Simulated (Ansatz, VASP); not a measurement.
# Two plane-wave programs on Mo

```
Mo
1.0
    -1.55587    1.55587    1.55587
     1.55587   -1.55587    1.55587
     1.55587    1.55587   -1.55587
Mo
1
Direct
  0.00000 0.00000 0.00000
```

Alike in both runs: functional LDA; k mesh 28 × 28 × 28; occupations gaussian, width 0.2 eV; no spin polarisation.

Ansatz relaxed the structure, and its values are those at the end. VASP's run is a single point on that final structure, the one shown.

```csv
,VASP,Ansatz
version,VASP 6.6.1,Ansatz 0.2.0
potentials or method,"VASP PAW LDA potentials, release 64 (Mo_sv)","scalar-relativistic, plane waves, PAW"
plane-wave cutoff (eV),520,420
valence electrons in the cell,14,14
```

VASP gave:

| Property | Result |
| --- | --- |
| gap on the k mesh at the Fermi level (eV) | none |
| pressure (GPa) | 1.2 |

Question: Which values does Ansatz return?

Answer: gap on the k mesh at the Fermi level (eV): none; pressure (GPa): 0.0.

LDA's correlation is that of Perdew and Zunger in VASP and of Perdew and Wang (1992) in Ansatz. A gap of «none» marks a metal or a gap that the smearing closes.
